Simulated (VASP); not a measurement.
# Al (a cell with a defect): single point with PBEsol

The system is Al (a cell with a defect).

```
Al
1.0
     8.10000    0.00000    0.00000
     0.00000    8.10000    0.00000
     0.00000    0.00000    8.10000
Al
31
Direct
  0.49803 0.99909 0.99986
  0.74955 0.99898 0.25159
  0.00079 0.99870 0.99997
  0.24932 0.25016 0.99961
  0.49820 0.50177 0.99982
  0.74976 0.75045 0.99968
  0.24962 0.99832 0.25203
  0.49776 0.25033 0.25134
  0.74964 0.50180 0.25100
  0.49735 0.99851 0.49982
  0.74978 0.25046 0.49947
  0.74960 0.99924 0.74828
  0.00065 0.50156 0.99969
  0.24945 0.75041 0.99985
  0.00071 0.25019 0.25104
  0.24946 0.50257 0.25158
  0.49747 0.75033 0.25184
  0.00173 0.99806 0.49971
  0.24958 0.24995 0.49962
  0.49736 0.50257 0.49973
  0.74986 0.75044 0.49973
  0.24979 0.99820 0.74749
  0.49830 0.25029 0.74845
  0.74945 0.50172 0.74830
  0.00144 0.75007 0.25193
  0.00148 0.50227 0.49952
  0.24966 0.75044 0.49968
  0.00095 0.24993 0.74792
  0.24964 0.50241 0.74752
  0.49749 0.75033 0.74760
  0.00150 0.75008 0.74734
```

```
Program                : VASP 6.6.1
Task                   : single point
Functional             : PBEsol
Potentials or basis    : VASP PAW PBE potentials, release 64 (Al)
Cutoff                 : 520 eV
k mesh                 : 2 × 2 × 2
Occupations            : gaussian, width 0.1 eV
Spin                   : no spin polarisation
Dipole correction      : no
Further INCAR settings : LREAL = Auto; ALGO = Normal; EDIFF = 1e-07; NBANDS = 68
```

| Property | Result |
| --- | --- |
| Pressure | -1.8 GPa |
| Largest force | 0.015 eV/Å |
| Band gap on the k mesh | zero (an odd number of electrons rules out a gap without spin polarisation) |

Forces on the atoms (eV/Å):
```
Al   0.010  0.001  0.000
Al  -0.002  0.001 -0.012
Al  -0.001  0.005 -0.004
Al  -0.005  0.006 -0.002
Al   0.003 -0.007 -0.001
Al  -0.009  0.004 -0.001
Al  -0.004 -0.007 -0.003
Al   0.013  0.004 -0.007
Al  -0.007 -0.007 -0.001
Al   0.003 -0.009 -0.001
Al  -0.010  0.003  0.002
Al  -0.002 -0.002  0.005
Al   0.002 -0.005 -0.004
Al  -0.001 -0.004 -0.005
Al   0.002  0.002 -0.004
Al   0.002 -0.002  0.009
Al  -0.003  0.001  0.005
Al   0.000  0.000 -0.001
Al  -0.003  0.009  0.002
Al   0.000  0.001 -0.002
Al  -0.008 -0.003  0.002
Al  -0.006 -0.005  0.002
Al   0.005  0.003  0.001
Al   0.003 -0.008  0.001
Al   0.008  0.007  0.002
Al   0.009  0.004  0.005
Al   0.001 -0.005 -0.002
Al  -0.002  0.006  0.010
Al  -0.003  0.002 -0.002
Al  -0.003  0.001 -0.002
Al   0.007  0.005  0.004
```

Levels at points of the mesh, in eV from the Fermi level:
```
           k point  band 43  band 44  band 45  band 46  band 47  band 48  band 49  band 50
(0.00, 0.00, 0.00)    -0.06    -0.06    -0.06     0.52     0.65     0.66     0.66     0.76
(0.50, 0.00, 0.00)    -0.47    -0.09    -0.02     0.00     0.03     0.04     0.04     0.37
(0.00, 0.50, 0.00)    -0.47    -0.09    -0.02     0.00     0.04     0.04     0.04     0.37
(0.00, 0.00, 0.50)    -0.46    -0.09    -0.02     0.00     0.03     0.04     0.04     0.37
(0.50, 0.50, 0.00)    -0.75    -0.75    -0.07    -0.05    -0.05     0.69     1.22     1.24
(0.00, 0.50, 0.50)    -0.75    -0.75    -0.07    -0.05    -0.05     0.69     1.22     1.24
(0.50, 0.00, 0.50)    -0.75    -0.75    -0.07    -0.05    -0.05     0.69     1.22     1.24
(0.50, 0.50, 0.50)    -0.42    -0.36    -0.36    -0.36    -0.36    -0.35    -0.35    -0.02
```

Wall time 9.9 min on 1 thread of Intel Xeon 8259CL, on a shared host, peak memory 0.55 GiB.

Caveat: the k points lie up to 0.39 Å⁻¹ apart, too coarse for converged energies and pressures of a metal; the PAW data sets were made with another functional, which shifts forces and pressure a little.
